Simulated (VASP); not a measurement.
# Mg4CdS3 (Im-3m) in VASP: notebook

Runs on Mg4CdS3. Level: PBE. Tasks: single point, relaxation of cell and atoms.

All numbers are computed with VASP 6.6.1; they aren't measurements. Logs are shortened: lines on timing, memory, paths and dates and some standing lists are left out, and cuts for length are marked.

## 1. The cell of the first run

It takes space group Im-3m (No. 229, cubic). Conventional cell: a = 6.745 Å, b = 6.745 Å, c = 6.745 Å, α = 90.00°, β = 90.00°, γ = 90.00°. Within 3.8 Å of Mg (site symmetry -3m) lie 2 Cd at 2.92 Å and 6 S at 2.92 Å and 6 Mg at 3.37 Å. Cd (site symmetry m-3m) has 8 Mg at 2.92 Å and 6 S at 3.37 Å within 3.8 Å. S (site symmetry 4/mmm) has 8 Mg at 2.92 Å and 2 Cd at 3.37 Å and 4 S at 3.37 Å within 3.8 Å.

## 2. Single point, PBE

Contents of INCAR:

```
PREC     = Accurate       # precision mode
ENCUT    = 600            # plane-wave cutoff, eV
EDIFF    = 1E-6           # SCF threshold, eV
ISMEAR   = 0              # smearing method
SIGMA    = 0.2            # smearing width, eV
LREAL    = F              # projectors in reciprocal space
LASPH    = T              # aspherical terms in the spheres
NELM     = 120            # most SCF steps
ALGO     = Normal         # electronic algorithm
ISIF     = 2              # what is computed and relaxed
LWAVE    = F              # write WAVECAR
LCHARG   = F              # write CHGCAR
GGA      = PE             # functional
NBANDS   = 29             # bands
GGA_COMPAT= F
```

Contents of KPOINTS:

```
regular mesh
0
Gamma
  3 3 3
```

Contents of POSCAR:

```
Mg4CdS3
1.0
   -3.3722637094      3.3722637094      3.3722637094
    3.3722637094     -3.3722637094      3.3722637094
    3.3722637094      3.3722637094     -3.3722637094
Mg Cd S
4 1 3
Direct
    0.5000000000      0.5000000000      0.5000000000
    0.0000000000      0.0000000000      0.5000000000
    0.0000000000      0.5000000000      0.0000000000
    0.5000000000      0.0000000000      0.0000000000
    0.0000000000      0.0000000000      0.0000000000
    0.0000000000      0.5000000000      0.5000000000
    0.5000000000      0.0000000000      0.5000000000
    0.5000000000      0.5000000000      0.0000000000
```

Potentials or basis: VASP PAW PBE potentials, release 64 (Mg, Cd, S).

Command:

```bash
$ cat potpaw_PBE.64/Mg/POTCAR potpaw_PBE.64/Cd/POTCAR potpaw_PBE.64/S/POTCAR > POTCAR
$ mpirun -np 1 vasp_std > vasp.out
```

OUTCAR:

```text
PREC = Accurate
   ENCUT = 600
   EDIFF = 1E-6
   ISMEAR = 0
   LREAL = F
   LASPH = T
   NELM = 120
   ISIF = 2
   GGA = PE

 ion  position               nearest neighbor table
   1  0.500  0.500  0.500-   5 2.92   6 2.92   7 2.92   8 2.92   8 2.92   7 2.92   6 2.92   5 2.92
                             4 3.37   4 3.37   2 3.37   3 3.37   2 3.37   3 3.37
   2  0.000  0.000  0.500-   5 2.92   6 2.92   7 2.92   8 2.92   5 2.92   6 2.92   7 2.92   8 2.92
                             4 3.37   3 3.37   1 3.37   4 3.37   1 3.37   3 3.37
   3  0.000  0.500  0.000-   5 2.92   6 2.92   7 2.92   8 2.92   6 2.92   5 2.92   8 2.92   7 2.92
                             4 3.37   2 3.37   1 3.37   1 3.37   4 3.37   2 3.37
   4  0.500  0.000  0.000-   5 2.92   6 2.92   7 2.92   8 2.92   7 2.92   8 2.92   5 2.92   6 2.92
                             3 3.37   1 3.37   1 3.37   2 3.37   3 3.37   2 3.37
   5  0.000  0.000  0.000-   1 2.92   2 2.92   3 2.92   4 2.92   2 2.92   3 2.92   4 2.92   1 2.92

   6  0.000  0.500  0.500-   1 2.92   2 2.92   3 2.92   4 2.92   3 2.92   2 2.92   1 2.92   4 2.92

   7  0.500  0.000  0.500-   1 2.92   2 2.92   3 2.92   4 2.92   4 2.92   1 2.92   2 2.92   3 2.92

   8  0.500  0.500  0.000-   1 2.92   2 2.92   3 2.92   4 2.92   1 2.92   4 2.92   3 2.92   2 2.92

  LATTYP: Found a body centered cubic cell.
 ALAT       =     6.7445274188

  Lattice vectors:

 A1 = (  -3.3722637094,   3.3722637094,   3.3722637094)
 A2 = (   3.3722637094,  -3.3722637094,   3.3722637094)
 A3 = (   3.3722637094,   3.3722637094,  -3.3722637094)

Analysis of symmetry for initial positions (statically):
=====================================================================
 Subroutine PRICEL returns:
 Original cell was already a primitive cell.

 Routine SETGRP: Setting up the symmetry group for a
 body centered cubic supercell.

 Subroutine GETGRP returns: Found 48 space group operations
 (whereof 48 operations were pure point group operations)
 out of a pool of 48 trial point group operations.

The static configuration has the point symmetry O_h .

Analysis of symmetry for dynamics (positions and initial velocities):
=====================================================================
 Subroutine PRICEL returns:
 Original cell was already a primitive cell.

 Routine SETGRP: Setting up the symmetry group for a
 body centered cubic supercell.

 Subroutine GETGRP returns: Found 48 space group operations
 (whereof 48 operations were pure point group operations)
 out of a pool of 48 trial point group operations.

The dynamic configuration has the point symmetry O_h .

 Subroutine INISYM returns: Found 48 space group operations
 (whereof 48 operations are pure point group operations),
[... 96 lines left out ...]
   TEBEG  =    0.0;   TEEND  =   0.0 temperature during run
   PSTRESS=    0.0 pullay stress
   NELECT =      38.0000    total number of electrons
   NUPDOWN=      -1.0000    fix difference up-down
   EMIN   =  10.00;   EMAX   =-10.00  energy-range for DOS
   EFERMI =   0.00;   METHOD = LEGACY
   ISMEAR =     0;   SIGMA  =   0.20  broadening in eV -4-tet -1-fermi 0-gaus
   EFERMI_NEDOS =   21; number of points for ismear=-14 and -15
   IALGO  =     38    algorithm
   IMIX   =      4    mixing-type and parameters
     AMIX     =   0.40;   BMIX     =  1.00
     AMIX_MAG =   1.60;   BMIX_MAG =  1.00
  volume/ion in A,a.u.               =      19.17       129.40
  Fermi-wavevector in a.u.,A,eV,Ry     =   1.028161  1.942943 14.382926  1.057115
  Thomas-Fermi vector in A             =   2.162143
   LORBIT       =      0    0 simple, 1 ext, 2 COOP (PROOUT), +10 PAW based schemes
   GGA     = PE    functional components
   LHFCALC =     F    Hartree Fock is set to
   AEXX    =    0.0000 exact exchange contribution
   IVDW    =     0    specifies the selected vdW correction
   LEPSILON=     F    determine dielectric tensor
   LRPA    =     F    only Hartree local field effects (RPA)
 non-spin polarized calculation
 Gauss-broadening in eV      SIGMA  =   0.20
  energy-cutoff  :      600.00
  volume of cell :      153.40
 maximum number of plane-waves:      5138
 NGX is ok and might be reduce to    48
   NGX = 23   NGY = 23   NGZ = 23

 number of electron      38.0000001 magnetization

 Free energy of the ion-electron system (eV)
  ---------------------------------------------------
  ext. energy  EPLUGINS =         0.00000000
  ---------------------------------------------------
  free energy    TOTEN  =       -22.45072726 eV

  energy without entropy =      -22.33215025  energy(sigma->0) =      -22.39143876

 E-fermi :   4.9939     XC(G=0):  -9.7126

 val. band max:        4.5922010265   @ k =   0.3333   0.3333   0.0000
 cond. band min:       5.0764884158   @ k =  -0.3333   0.3333   0.3333
 fundamental gap:      0.4842873893
 Fermi energy:         4.9939407465

 k-point     1 :       0.0000    0.0000    0.0000
  band No.  band energies     occupation
      1      -9.0495      2.00000
      2      -7.6520      2.00000
      3      -7.6520      2.00000
      4      -4.5240      2.00000
      5      -4.5240      2.00000
      6      -4.5240      2.00000
[... 117 lines left out ...]
     28       9.1359      0.00000
     29      10.2868      0.00000

------------------------ aborting loop because EDIFF is reached ----------------------------------------

  FORCE on cell =-STRESS in cart. coord.  units (eV):
  Direction    XX          YY          ZZ          XY          YZ          ZX
  --------------------------------------------------------------------------------------
  -------------------------------------------------------------------------------------
  Total       -0.6059987     -0.6059987     -0.6059987      0.0000000     -0.0000000      0.0000000
  in kB       -6.3293297     -6.3293297     -6.3293297      0.0000000     -0.0000000      0.0000000
  external PRESSURE =      -6.3293297 kB  Pullay stress =       0.0000000 kB

 VOLUME and BASIS-vectors are now :
 -----------------------------------------------------------------------------
  energy-cutoff  :      600.00
  volume of cell :      153.40
      direct lattice vectors                 reciprocal lattice vectors
    -3.372263709  3.372263709  3.372263709     0.000000000  0.148268357  0.148268357
     3.372263709 -3.372263709  3.372263709     0.148268357  0.000000000  0.148268357
     3.372263709  3.372263709 -3.372263709     0.148268357  0.148268357  0.000000000

 POSITION                                       TOTAL-FORCE (eV/Angst)
 -----------------------------------------------------------------------------------
      1.68613      1.68613      1.68613         0.000000     -0.000000      0.000000
      1.68613      1.68613     -1.68613        -0.000000      0.000000     -0.000000
      1.68613     -1.68613      1.68613         0.000000     -0.000000      0.000000
     -1.68613      1.68613      1.68613        -0.000000      0.000000     -0.000000
      0.00000      0.00000      0.00000        -0.000000      0.000000      0.000000
      3.37226      0.00000      0.00000        -0.000000     -0.000000      0.000000
      0.00000      3.37226      0.00000         0.000000      0.000000     -0.000000
      0.00000      0.00000      3.37226         0.000000     -0.000000     -0.000000
 -----------------------------------------------------------------------------------
    total drift:                               -0.000000     -0.000000      0.000000

  FREE ENERGIE OF THE ION-ELECTRON SYSTEM (eV)
  ---------------------------------------------------
  free  energy   TOTEN  =       -22.4507272625 eV

  energy  without entropy=      -22.3321502543  energy(sigma->0) =      -22.39143876
```

OSZICAR:

```text
N       E                     dE             d eps       ncg     rms          rms(c)
DAV:   1     0.204355216042E+03    0.20436E+03   -0.17878E+04   232   0.128E+03
DAV:   2    -0.679903475020E+01   -0.21115E+03   -0.20215E+03   284   0.234E+02
DAV:   3    -0.240614963939E+02   -0.17262E+02   -0.17121E+02   267   0.641E+01
DAV:   4    -0.243116466109E+02   -0.25015E+00   -0.24962E+00   283   0.822E+00
DAV:   5    -0.243146139336E+02   -0.29673E-02   -0.29668E-02   283   0.941E-01    0.109E+01
DAV:   6    -0.225620465683E+02    0.17526E+01   -0.33271E+00   289   0.105E+01    0.753E+00
DAV:   7    -0.224850244613E+02    0.77022E-01   -0.66190E-01   262   0.333E+00    0.375E+00
DAV:   8    -0.224542259166E+02    0.30799E-01   -0.57965E-02   272   0.110E+00    0.306E-01
DAV:   9    -0.224508087634E+02    0.34172E-02   -0.80079E-03   275   0.540E-01    0.191E-01
DAV:  10    -0.224507316070E+02    0.77156E-04   -0.79858E-04   280   0.144E-01    0.692E-02
DAV:  11    -0.224507272112E+02    0.43958E-05   -0.53253E-05   280   0.412E-02    0.123E-02
DAV:  12    -0.224507272625E+02   -0.51261E-07   -0.37295E-06   256   0.799E-03
   1 F= -.22450727E+02 E0= -.22391439E+02  d E =-.118577E+00
```

stdout:

```text
POSCAR found type information on POSCAR MgCdS
 POSCAR found :  3 types and       8 ions
 scaLAPACK will be used
 LDA part: xc-table for (Slater+PW92), standard interpolation
 POSCAR, INCAR and KPOINTS ok, starting setup
 FFT: planning ... GRIDC
 FFT: planning ... GRID_SOFT
 FFT: planning ... GRID
 WAVECAR not read
 entering main loop
```

It took 15 s on 1 thread of Intel Xeon 6975P-C (Granite Rapids), shared host; peak memory 0.32 GiB.

Results:

| Property | Result |
| --- | --- |
| Free energy | -22.4507 eV |
| Pressure | -0.6 GPa |
| Band gap on the k mesh | zero (band 19 reaches 5.08 eV, above the bottom of band 20 at 4.27 eV) |

Caveat: the k points lie up to 0.44 Å⁻¹ apart.

## 3. Relaxation of cell and atoms, PBE

This run uses another cell than the first one, of 24.72 Å³/atom, 1.289 times its volume.

Contents of INCAR:

```
PREC = Accurate
ENCUT = 600
EDIFF = 1E-7
ISMEAR = 0
SIGMA = 0.2
LREAL = False
LASPH = True
NELM = 120
ALGO = Normal
ISIF = 3
LWAVE = False
LCHARG = False
GGA = PE
IBRION = 2
NSW = 36
EDIFFG = -0.08
GGA_COMPAT = False
NELMIN = 4
```

Contents of KPOINTS:

```
Automatic mesh
0
Gamma
  3 3 3
```

Changes to POSCAR since step 2:

```diff
@@ -2,5 +2,5 @@
 1.0
-   -3.3722637094      3.3722637094      3.3722637094
-    3.3722637094     -3.3722637094      3.3722637094
-    3.3722637094      3.3722637094     -3.3722637094
+   -3.6701329700      3.6701329700      3.6701329700
+    3.6701329700     -3.6701329700      3.6701329700
+    3.6701329700      3.6701329700     -3.6701329700
 Mg Cd S
```

Potentials or basis: VASP PAW PBE potentials, release 64 (Mg, Cd, S).

Command:

```bash
$ cat potpaw_PBE.64/Mg/POTCAR potpaw_PBE.64/Cd/POTCAR potpaw_PBE.64/S/POTCAR > POTCAR
$ mpirun -np 1 vasp_std > vasp.out
```

Run time: 66 s. Hardware: 1 thread of Intel Xeon 6975P-C (Granite Rapids), shared host; peak memory 0.43 GiB.

Results (log left out):

```
Free energy                            : -22.4560 eV
Relaxed volume                         : 19.10 Å³/atom
Relaxed cell                           : a = 5.833 Å, b = 5.833 Å, c = 5.833 Å, α = 109.47°, β = 109.47°, γ = 109.47°
Space group after relaxing (to 0.05 Å) : Im-3m (No. 229)
Energy gained by relaxing              : 192.4 meV/atom
Ionic steps                            : 3
Pressure after relaxing                : -0.4 GPa
Band gap on the k mesh                 : zero (band 19 reaches 5.12 eV, above the bottom of band 20 at 4.30 eV)
```

The path:
```tsv
step	energy change (eV)	largest force (eV/Å)	pressure (GPa)	volume (Å³)
1	0.0000	0.0000	-8.54	197.74
2	-1.4236	0.0000	-3.30	162.39
3	-1.5391	0.0000	-0.40	152.79
```

Final structure:
```yaml
crystal:
  lattice:
    - [-3.36782, 3.36782, 3.36782]
    - [3.36782, -3.36782, 3.36782]
    - [3.36782, 3.36782, -3.36782]
  atoms:
    - { symbol: Mg, position: [0.50000, 0.50000, 0.50000] }
    - { symbol: Mg, position: [0.00000, 0.00000, 0.50000] }
    - { symbol: Mg, position: [0.00000, 0.50000, 0.00000] }
    - { symbol: Mg, position: [0.50000, 0.00000, 0.00000] }
    - { symbol: Cd, position: [0.00000, 0.00000, 0.00000] }
    - { symbol: S, position: [0.00000, 0.50000, 0.50000] }
    - { symbol: S, position: [0.50000, 0.00000, 0.50000] }
    - { symbol: S, position: [0.50000, 0.50000, 0.00000] }
```

Levels at points of the mesh, in eV from the Fermi level:
| k point | band 17 | band 18 | band 19 | band 20 | band 21 | band 22 |
| --- | --- | --- | --- | --- | --- | --- |
| (0.00, 0.00, 0.00) | -1.64 | -1.64 | -0.73 | -0.73 | -0.73 | 1.92 |

Caveat: the k points lie up to 0.44 Å⁻¹ apart in the final cell; the volume moved by over 15 % at a fixed basis, so the end points are rough.
